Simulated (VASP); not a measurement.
# GaN (hm.eA) (Cmc2_1) in VASP: further runs, part 2 of 2

VASP 6.6.1. Earlier steps stand in the parts before.

**4. Single point, PBE**

This run uses another cell than the first one, of 11.51 Å³/atom, 1.004 times its volume.

INCAR

```
SYSTEM = GaN
PREC = Accurate
ENCUT = 520
EDIFF = 1E-7
ISMEAR = 0
SIGMA = 0.1
LREAL = .FALSE.
LASPH = .TRUE.
NELM = 100
ALGO = Normal
ISIF = 2
LWAVE = .FALSE.
LCHARG = .FALSE.
GGA = PE
NBANDS = 46
```

KPOINTS

```
regular mesh
0
G
  6 4 4
  0 0 0
```

POSCAR

```
GaN
1.0
    3.1624588753      0.0000000000      0.0000000000
    0.0000000000      5.1451917124      0.0000000000
    0.0000000000      0.0000000000      5.6584001817
Ga N
4 4
Direct
    0.5000000000      0.0000000000      0.0000000000
    1.0000000000      0.5000000000      0.1666533000
    1.0000000000      0.0000000000      0.4999962000
    0.5000000000      0.5000000000      0.6666676000
    0.5000000000      0.6230000000      0.0000000000
    1.0000000000      0.1230000000      0.1666533000
    1.0000000000      0.6230000000      0.4999962000
    0.5000000000      0.1230000000      0.6666676000
```

Potentials or basis: VASP PAW PBE potentials, release 64 (Ga_d, N).

On the command line:

```bash
$ cat potpaw_PBE.64/Ga_d/POTCAR potpaw_PBE.64/N/POTCAR > POTCAR
$ mpirun -np 1 vasp_std > vasp.out
```

OUTCAR:

```text
SYSTEM = GaN
   PREC = Accurate
   ENCUT = 520
   EDIFF = 1E-7
   ISMEAR = 0
   LREAL = .FALSE.
   LASPH = .TRUE.
   NELM = 100
   ISIF = 2
   GGA = PE

 ion  position               nearest neighbor table
   1  0.500  0.000  0.000-   5 1.94   6 1.95   6 1.95   8 1.99
   2  0.000  0.500  0.167-   6 1.94   5 1.95   5 1.95   7 1.99
   3  0.000  0.000  0.500-   7 1.94   8 1.95   8 1.95   6 1.99
   4  0.500  0.500  0.667-   8 1.94   7 1.95   7 1.95   5 1.99
   5  0.500  0.623  0.000-   1 1.94   2 1.95   2 1.95   4 1.99
   6  0.000  0.123  0.167-   2 1.94   1 1.95   1 1.95   3 1.99
   7  0.000  0.623  0.500-   3 1.94   4 1.95   4 1.95   2 1.99
   8  0.500  0.123  0.667-   4 1.94   3 1.95   3 1.95   1 1.99

  LATTYP: Found a simple orthorhombic cell.
 ALAT       =     3.1624588753
 B/A-ratio  =     1.6269592476
 C/A-ratio  =     1.7892407158

  Lattice vectors:

 A1 = (   3.1624588753,   0.0000000000,   0.0000000000)
 A2 = (   0.0000000000,   5.1451917124,   0.0000000000)
 A3 = (   0.0000000000,   0.0000000000,   5.6584001817)

Analysis of symmetry for initial positions (statically):
=====================================================================
 Subroutine PRICEL returns:
 Original cell was already a primitive cell.

 Routine SETGRP: Setting up the symmetry group for a
 simple orthorhombic supercell.

 Subroutine GETGRP returns: Found  2 space group operations
 (whereof  2 operations were pure point group operations)
 out of a pool of  8 trial point group operations.

The static configuration has the point symmetry C_1h.

Analysis of symmetry for dynamics (positions and initial velocities):
=====================================================================
 Subroutine PRICEL returns:
 Original cell was already a primitive cell.

 Routine SETGRP: Setting up the symmetry group for a
 simple orthorhombic supercell.
[... 133 lines left out ...]
   EFERMI_NEDOS =   21; number of points for ismear=-14 and -15
   IALGO  =     38    algorithm
   IMIX   =      4    mixing-type and parameters
     AMIX     =   0.40;   BMIX     =  1.00
     AMIX_MAG =   1.60;   BMIX_MAG =  1.00
  volume/ion in A,a.u.               =      11.51        77.67
  Fermi-wavevector in a.u.,A,eV,Ry     =   1.508270  2.850216 30.951581  2.274877
  Thomas-Fermi vector in A             =   2.618746
   LORBIT       =      0    0 simple, 1 ext, 2 COOP (PROOUT), +10 PAW based schemes
   GGA     = PE    functional components
   LHFCALC =     F    Hartree Fock is set to
   AEXX    =    0.0000 exact exchange contribution
   IVDW    =     0    specifies the selected vdW correction
   LEPSILON=     F    determine dielectric tensor
   LRPA    =     F    only Hartree local field effects (RPA)
 non-spin polarized calculation
 Gauss-broadening in eV      SIGMA  =   0.10
  energy-cutoff  :      520.00
  volume of cell :       92.07
 maximum number of plane-waves:      2498
   NGX = 11   NGY = 19   NGZ = 21

 number of electron      72.0000022 magnetization

 Free energy of the ion-electron system (eV)
  ---------------------------------------------------
  ext. energy  EPLUGINS =         0.00000000
  ---------------------------------------------------
  free energy    TOTEN  =       -48.56044423 eV

  energy without entropy =      -48.56044423  energy(sigma->0) =      -48.56044423

 E-fermi :   5.7864     XC(G=0): -11.6277

 val. band max:        5.2909141038   @ k =   0.0000   0.0000   0.0000
 cond. band min:       7.1068741685   @ k =   0.0000   0.0000   0.0000
 fundamental gap:      1.8159600647
 Fermi energy:         5.7864302162

 k-point     1 :       0.0000    0.0000    0.0000
  band No.  band energies     occupation
      1     -10.6809      2.00000
      2      -9.8213      2.00000
      3      -9.7735      2.00000
      4      -9.6296      2.00000
      5      -8.1990      2.00000
      6      -8.1847      2.00000
[... 1165 lines left out ...]
     45      14.7919      0.00000
     46      14.7926      0.00000

 [... further k-points ...]
[... 5 lines left out ...]
  --------------------------------------------------------------------------------------
  -------------------------------------------------------------------------------------
  Total        3.9034493      4.7627645     -1.5932730      0.0000000      0.0000240      0.0000000
  in kB       67.9264663     82.8799697    -27.7255813      0.0000000      0.0004170      0.0000000
  external PRESSURE =      41.0269516 kB  Pullay stress =       0.0000000 kB

 VOLUME and BASIS-vectors are now :
 -----------------------------------------------------------------------------
  energy-cutoff  :      520.00
  volume of cell :       92.07
      direct lattice vectors                 reciprocal lattice vectors
     3.162458875  0.000000000  0.000000000     0.316209646  0.000000000  0.000000000
     0.000000000  5.145191712  0.000000000     0.000000000  0.194356218  0.000000000
     0.000000000  0.000000000  5.658400182     0.000000000  0.000000000  0.176728398

 POSITION                                       TOTAL-FORCE (eV/Angst)
 -----------------------------------------------------------------------------------
      1.58123      0.00000      0.00000         0.000000      0.152535     -0.223456
      0.00000      2.57260      0.94299         0.000000      0.152574      0.224045
      0.00000      0.00000      2.82918         0.000000      0.152813     -0.222997
      1.58123      2.57260      3.77227         0.000000      0.152770      0.222398
      1.58123      3.20545      0.00000         0.000000     -0.152528     -0.270303
      0.00000      0.63286      0.94299         0.000000     -0.152599      0.270895
      0.00000      3.20545      2.82918         0.000000     -0.152826     -0.270043
      1.58123      0.63286      3.77227         0.000000     -0.152739      0.269460
 -----------------------------------------------------------------------------------
    total drift:                                0.000000      0.000055      0.000019

  FREE ENERGIE OF THE ION-ELECTRON SYSTEM (eV)
  ---------------------------------------------------
  free  energy   TOTEN  =       -48.5604442312 eV

  energy  without entropy=      -48.5604442312  energy(sigma->0) =      -48.56044423
```

It took 3.1 min on 1 thread of Intel Xeon Platinum 8259CL at 2.50GHz (Skylake/Cascade Lake), shared host; peak memory 0.26 GiB.

Results:

```yaml
Free_energy: -48.5604 eV
Pressure: 4.1 GPa
Largest_force: 0.311 eV/Å
Band_gap_on_the_k_mesh: 1.82 eV
```

Forces on the atoms (eV/Å):
```
Ga   0.000  0.153 -0.223
Ga   0.000  0.153  0.224
Ga   0.000  0.153 -0.223
Ga   0.000  0.153  0.222
N    0.000 -0.153 -0.270
N    0.000 -0.153  0.271
N    0.000 -0.153 -0.270
N    0.000 -0.153  0.269
```

**5. Summary**

```tsv
cell	k mesh	smearing	gap on the mesh (eV)	pressure (GPa)	largest force (eV/Å)
a = 3.162, b = 5.145, c = 5.638 Å, 8 atoms	8 × 6 × 6	gaussian 0.02 eV	1.84	4.6	-
a = 3.162, b = 5.145, c = 5.658 Å, 8 atoms	8 × 6 × 6	gaussian 0.02 eV	1.82	4.1	0.31
a = 3.162, b = 5.145, c = 5.658 Å, 8 atoms	6 × 4 × 4	gaussian 0.1 eV	1.82	4.1	0.31
```

Alike in all rows: task single point; level PBE; potentials or basis VASP PAW PBE potentials, release 64 (Ga_d, N); no spin polarisation; cutoff (eV) 520.

Total energies depend on the potentials used, so only differences within one code and one set of settings carry meaning.
